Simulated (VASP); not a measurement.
AlN: single point with r2SCAN

Crystal: AlN.

```xyz
2
Lattice="0.0000 2.1521 2.1194 2.1521 0.0000 2.1194 2.1521 2.1521 0.0000" Properties=species:S:1:pos:R:3 pbc="T T T"
Al    0.0000    0.0000    0.0000
N     3.2282    3.2282    3.1790
```

This cell differs from its parent crystal: strain -0.015 along x and y, -0.030 along z.

```yaml
Program: VASP 6.6.1
Task: single point
Functional: r2SCAN
Potentials_or_basis: VASP PAW PBE potentials, release 64 (Al, N)
Cutoff: 520 eV
k_mesh: 10 × 10 × 10
Occupations: gaussian, width 0.05 eV
Spin: no spin polarisation
Dipole_correction: no
Further_INCAR_settings: ALGO = Normal; EDIFF = 1e-07; NBANDS = 11
```

```
Pressure               : 14.0 GPa
Band gap on the k mesh : 3.89 eV, indirect (least direct gap 5.42 eV)
```

Stress tensor (GPa, compression positive):
```
13.30  0.00  0.00
 0.00 13.30  0.00
 0.00  0.00 15.32
```

Levels at points of the mesh, in eV from the valence-band top:
```
           k point  band 1  band 2  band 3  band 4  band 5  band 6  band 7  band 8  band 9
(0.00, 0.00, 0.00)  -16.14   -0.06   -0.06    0.00    5.42   14.09   14.11   14.11   18.72
(0.50, 0.00, 0.00)  -13.95   -6.20   -0.60   -0.47    8.73   11.22   12.14   12.46   20.14
(0.50, 0.50, 0.00)  -13.21   -5.08   -2.00   -2.00    3.89    9.66   16.25   17.60   17.60
(0.50, 0.00, 0.50)  -13.28   -5.23   -1.87   -1.87    3.96    9.90   15.94   17.49   18.00
```

Run time: 36 s on 1 thread of Intel(R) Xeon(R) Platinum 8559C (Emerald Rapids), with other jobs on the host, peak memory 0.14 GiB.

Caveat: the cell differs from its parent crystal (strain -0.015 along x and y, -0.030 along z); the PAW data sets were made with another functional, which shifts forces and pressure a little. A k mesh can miss the band edges.
